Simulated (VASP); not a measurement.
# AlN (Fm-3m) in VASP: vibrations by perturbation theory with RPBE

Aim: the vibrations by perturbation theory of AlN with RPBE.

Everything below comes from runs of VASP 6.6.1. Logs are shortened: lines on timing, memory, paths and dates and some standing lists are left out, and cuts for length are marked.

## Step 1: The cell of the first run

The structure is cubic, space group Fm-3m (No. 225). Conventional cell: a = 4.095 Å, b = 4.095 Å, c = 4.095 Å, α = 90.00°, β = 90.00°, γ = 90.00°. Within 2.7 Å of Al (site symmetry m-3m) lie 6 N at 2.05 Å. Within 2.7 Å of N (site symmetry m-3m) lie 6 Al at 2.05 Å.

## Step 2: Vibrations by perturbation theory, RPBE

Input file INCAR:

```
ALGO     = Normal         # electronic algorithm
EDIFF    = 1E-8           # SCF threshold, eV
ENCUT    = 600            # plane-wave cutoff, eV
GGA      = RP             # functional
GGA_COMPAT= False        
IBRION   = 8              # ionic algorithm
ISIF     = 2              # what is computed and relaxed
ISMEAR   = 0              # smearing method
LASPH    = True           # aspherical terms in the spheres
LCHARG   = False          # write CHGCAR
LEPSILON = True           # dielectric tensor by DFPT
LREAL    = False          # projectors in reciprocal space
LWAVE    = False          # write WAVECAR
NBANDS   = 11             # bands
NELM     = 120            # most SCF steps
NSW      = 1              # ionic steps
PREC     = Accurate       # precision mode
SIGMA    = 0.01           # smearing width, eV
```

Input file KPOINTS:

```
k-points
0
Gamma
  10 10 10
```

Input file POSCAR:

```
AlN
1.0
    0.0000000000      2.0473460335      2.0473460335
    2.0473460335      0.0000000000      2.0473460335
    2.0473460335      2.0473460335      0.0000000000
Al N
1 1
Direct
    0.5000000000      0.5000000000      0.5000000000
    0.0000000000      0.0000000000      0.0000000000
```

Potentials or basis: VASP PAW PBE potentials, release 64 (Al, N).

The run is started by

```sh
> cat potpaw_PBE.64/Al/POTCAR potpaw_PBE.64/N/POTCAR > POTCAR
> mpirun -np 1 vasp_std > vasp.out
```

OUTCAR:

```text
EDIFF = 1E-8
   ENCUT = 600
   GGA = RP
   IBRION = 8
   ISIF = 2
   ISMEAR = 0
   LASPH = True
   LEPSILON = True
   LREAL = False
   NELM = 120
   NSW = 1
   PREC = Accurate

 ion  position               nearest neighbor table
   1  0.500  0.500  0.500-   2 2.05   2 2.05   2 2.05   2 2.05   2 2.05   2 2.05
   2  0.000  0.000  0.000-   1 2.05   1 2.05   1 2.05   1 2.05   1 2.05   1 2.05

  LATTYP: Found a face centered cubic cell.
 ALAT       =     4.0946920670

  Lattice vectors:

 A1 = (   0.0000000000,   2.0473460335,   2.0473460335)
 A2 = (   2.0473460335,   0.0000000000,   2.0473460335)
 A3 = (   2.0473460335,   2.0473460335,   0.0000000000)

Analysis of symmetry for initial positions (statically):
=====================================================================
 Subroutine PRICEL returns:
 Original cell was already a primitive cell.

 Routine SETGRP: Setting up the symmetry group for a
 face centered cubic supercell.

 Subroutine GETGRP returns: Found 48 space group operations
 (whereof 48 operations were pure point group operations)
 out of a pool of 48 trial point group operations.

The static configuration has the point symmetry O_h .

Analysis of symmetry for dynamics (positions and initial velocities):
=====================================================================
 Subroutine PRICEL returns:
 Original cell was already a primitive cell.

 Routine SETGRP: Setting up the symmetry group for a
 face centered cubic supercell.

 Subroutine GETGRP returns: Found 48 space group operations
 (whereof 48 operations were pure point group operations)
 out of a pool of 48 trial point group operations.

The dynamic configuration has the point symmetry O_h .

 Subroutine INISYM returns: Found 48 space group operations
 (whereof 48 operations are pure point group operations),
 and found     1 'primitive' translations

----------------------------------------------------------------------------------------

                                     Primitive cell

  volume of cell :      17.1634

  direct lattice vectors                    reciprocal lattice vectors
     0.000000000  2.047346034  2.047346034    -0.244218609  0.244218609  0.244218609
     2.047346034  0.000000000  2.047346034     0.244218609 -0.244218609  0.244218609
     2.047346034  2.047346034  0.000000000     0.244218609  0.244218609 -0.244218609

  length of vectors
     2.895384527  2.895384527  2.895384527     0.422999039  0.422999039  0.422999039

  position of ions in fractional coordinates (direct lattice)
     0.500000000  0.500000000  0.500000000
     0.000000000  0.000000000  0.000000000

  ion indices of the primitive-cell ions
   primitive index   ion index
                 1           1
                 2           2

----------------------------------------------------------------------------------------

 KPOINTS: k-points

Automatic generation of k-mesh.
 Grid dimensions read from file:
 generate k-points for:   10   10   10

 Generating k-lattice:

  Cartesian coordinates                     Fractional coordinates (reciprocal lattice)
    -0.024421861  0.024421861  0.024421861     0.100000000  0.000000000  0.000000000
     0.024421861 -0.024421861  0.024421861     0.000000000  0.100000000  0.000000000
     0.024421861  0.024421861 -0.024421861     0.000000000  0.000000000  0.100000000

[... 483 lines left out ...]
  free energy    TOTEN  =        -0.22220603 eV

  energy without entropy =       -0.22220603

------------------------ aborting loop because EDIFF is reached ----------------------------------------

--------------------------------------- Ionic step        2  -------------------------------------------

------------------------ aborting loop because EDIFF is reached ----------------------------------------

--------------------------------------- Ionic step        3  -------------------------------------------

------------------------ aborting loop because EDIFF is reached ----------------------------------------

 PIEZOELECTRIC TENSOR FIELD DIRECTION 3  (e Angst)
 -----------------------------------------------------------------------------
     0.00008  0.00000  0.00000           ( -0.00001  0.00000  0.00000)
     0.00000  0.00008  0.00000           (  0.00000 -0.00001  0.00000)
     0.00000 -0.00000 -0.00042           (  0.00000  0.00000 -0.00001)

 PIEZOELECTRIC TENSOR FIELD DIRECTION 3  (C/m^2)
 -----------------------------------------------------------------------------
     0.00007  0.00000  0.00000
     0.00000  0.00007  0.00000
     0.00000 -0.00000 -0.00040

--------------------------------------- Ionic step        4  -------------------------------------------

------------------------ aborting loop because EDIFF is reached ----------------------------------------

[... ionic steps 5 to 6 ...]

--------------------------------------- Ionic step        7  -------------------------------------------

 Free energy of the ion-electron system (eV)
  ---------------------------------------------------
  ---------------------------------------------------
  free energy    TOTEN  =        -0.23524828 eV

  energy without entropy =       -0.23524828

------------------------ aborting loop because EDIFF is reached ----------------------------------------

 INTERNAL STRAIN TENSOR  FOR ION    2  DIRECTION 1   (eV/Angst):
 -----------------------------------------------------------------------------
    -0.02127 -0.00000  0.00000
     0.00000  0.01434  0.00000
    -0.00000  0.00000  0.01434

 MACROSCOPIC STATIC DIELECTRIC TENSOR (including local field effects in DFT)
 ------------------------------------------------------
           5.254444     0.000000    -0.000000
           0.000000     5.254444     0.000000
           0.000000     0.000000     5.254444
 ------------------------------------------------------

 PIEZOELECTRIC TENSOR (including local field effects)  for field in x, y, z        (e  Angst)
          XX          YY          ZZ          XY          YZ          ZX
  --------------------------------------------------------------------------------
  x     0.00000     0.00000     0.00000     0.00000     0.00000     0.00000
  y     0.00000     0.00000     0.00000     0.00000     0.00000     0.00000
  z     0.00000     0.00000     0.00000     0.00000     0.00000     0.00000

 PIEZOELECTRIC TENSOR (including local field effects)  for field in x, y, z        (C/m^2)
          XX          YY          ZZ          XY          YZ          ZX
  --------------------------------------------------------------------------------
  x     0.00000     0.00000     0.00000     0.00000     0.00000     0.00000
  y     0.00000     0.00000     0.00000     0.00000     0.00000     0.00000
  z     0.00000     0.00000     0.00000     0.00000     0.00000     0.00000

 BORN EFFECTIVE CHARGES (including local field effects) (in |e|, cummulative output)
 ---------------------------------------------------------------------------------
 ion    1
    1     2.99902    -0.00000     0.00000
    2    -0.00000     2.99902     0.00000
    3     0.00000    -0.00000     2.99902
 ion    2
    1    -2.99902     0.00000    -0.00000
    2     0.00000    -2.99902    -0.00000
    3    -0.00000     0.00000    -2.99902

 INTERNAL STRAIN TENSOR FOR ION    2 for displacements in x,y,z  (eV/Angst):
          X           Y           Z          XY          YZ          ZX
  --------------------------------------------------------------------------------
  x     0.00000     0.00000     0.00000     0.00000     0.00000     0.00000
  y     0.00000     0.00000     0.00000     0.00000     0.00000     0.00000
  z     0.00000     0.00000     0.00000     0.00000     0.00000     0.00000

 SECOND DERIVATIVES (NOT SYMMETRIZED)
 ------------------------------------
               1X          1Y          1Z          2X          2Y          2Z
  1X    -6.084135    0.000000    0.000000    6.084135    0.000000    0.000000
  1Y     0.000000   -6.084135    0.000000    0.000000    6.084135    0.000000
  1Z     0.000000    0.000000   -6.084135    0.000000    0.000000    6.084135
  2X     6.086750    0.000000    0.000000   -6.086750    0.000000    0.000000
  2Y     0.000000    6.086750    0.000000    0.000000   -6.086750    0.000000
  2Z     0.000000    0.000000    6.086750    0.000000    0.000000   -6.086750

 Eigenvectors and eigenvalues of the dynamical matrix
 ----------------------------------------------------

   1 f  =   12.702804 THz    79.814073 2PiTHz  423.719942 cm-1    52.534554 meV
             X         Y         Z           dx          dy          dz
      2.047346  2.047346  2.047346     0.000000    0.584415    0.000000
      0.000000  0.000000  0.000000     0.000000   -0.811455    0.000000
[... 21 lines left out ...]
   6 f/i=    0.001294 THz     0.008133 2PiTHz    0.043179 cm-1     0.005354 meV
             X         Y         Z           dx          dy          dz
      2.047346  2.047346  2.047346     0.000000    0.000000    0.811455
      0.000000  0.000000  0.000000     0.000000    0.000000    0.584415

--------------------------------------------------------------------------------------------------------

 MACROSCOPIC STATIC DIELECTRIC TENSOR IONIC CONTRIBUTION
 ------------------------------------------------------
          15.582152    -0.000000     0.000000
          -0.000000    15.582152     0.000000
           0.000000     0.000000    15.582152
 ------------------------------------------------------

 ELASTIC MODULI CONTR FROM IONIC RELAXATION (kBar)
 Direction    XX          YY          ZZ          XY          YZ          ZX
 --------------------------------------------------------------------------------
 XX           0.0000      0.0000      0.0000      0.0000      0.0000      0.0000
 YY           0.0000      0.0000      0.0000      0.0000      0.0000      0.0000
 ZZ           0.0000      0.0000      0.0000      0.0000      0.0000      0.0000
 XY           0.0000      0.0000      0.0000      0.0000      0.0000      0.0000
 YZ           0.0000      0.0000      0.0000      0.0000      0.0000      0.0000
 ZX           0.0000      0.0000      0.0000      0.0000      0.0000      0.0000
 --------------------------------------------------------------------------------

 PIEZOELECTRIC TENSOR IONIC CONTR  for field in x, y, z        (C/m^2)
          XX          YY          ZZ          XY          YZ          ZX
  --------------------------------------------------------------------------------
  x     0.00000     0.00000     0.00000     0.00000     0.00000     0.00000
  y     0.00000     0.00000     0.00000     0.00000     0.00000     0.00000
  z     0.00000     0.00000     0.00000     0.00000     0.00000     0.00000
```

Wall time 2.9 min (1 thread of Intel Xeon 8259CL, shared host); peak memory 0.19 GiB.

Results:

```
Electronic dielectric tensor (diagonal)                 : 5.25
Born charges (mean of the diagonal)                     : Al +3.00; N -3.00 e
Highest phonon frequency at Γ, LO-TO splitting left out : 424 cm⁻¹
```

Phonon frequencies in cm⁻¹ (negative: imaginary):
| q point | frequencies |
| --- | --- |
| (0.000, 0.000, 0.000) | 0 0 0 424 424 424 |

Electronic dielectric tensor:
```
5.25 0.00 0.00
0.00 5.25 0.00
0.00 0.00 5.25
```

Born effective charge tensors (e):
atom 1, Al
```
3.00 0.00 0.00
0.00 3.00 0.00
0.00 0.00 3.00
```
atom 2, N
```
-3.00  0.00  0.00
 0.00 -3.00  0.00
 0.00  0.00 -3.00
```
